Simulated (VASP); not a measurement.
Here is a VASP 6.6.1 calculation.

Contents of INCAR:

```
PREC = Accurate ; ENCUT = 750
EDIFF = 1E-6 ; ISMEAR = 0
SIGMA = 0.05 ; LREAL = F
LASPH = T ; NELM = 120
ALGO = Normal ; ISIF = 2
LWAVE = F ; LCHARG = F
GGA = PE ; NBANDS = 15
GGA_COMPAT = F
```

File KPOINTS:

```
regular mesh
0
Gamma
  9 9 8
```

POSCAR

```
MgO
1.0
    2.9380209034      0.0000000000      0.0000000000
   -1.4690104517      2.5444007392      0.0000000000
    0.0000000000      0.0000000000      2.6796800000
Mg O
1 1
Direct
   -0.3221250606     -0.2358119107      0.0000000000
    0.3333333333      0.6666666667      0.5000000000
```

Potentials or basis: VASP PAW PBE potentials, release 64 (Mg_sv, O).

Launch:

```bash
$ cat potpaw_PBE.64/Mg_sv/POTCAR potpaw_PBE.64/O/POTCAR > POTCAR
$ mpirun -np 1 vasp_std > vasp.out
```

Q: What does it give for the pressure?

A: 67.1 GPa.

Q: Estimate the band gap on the k mesh.

A: 2.53 eV (least direct gap 2.97 eV).

Stress tensor (GPa, compression positive):
```
 54.07  13.19   0.00
 13.19  16.63   0.00
  0.00   0.00 130.45
```

Caveat: the cell differs from its parent crystal (atom 1 (Mg) moved by (-0.600, -0.600) A along x and y); the cell stands under pressure; an odd mesh through Γ misses points on the zone boundary, where band edges can lie; forces of over 1 eV/Å act on the atoms, so gaps and moduli don't describe the material at rest.
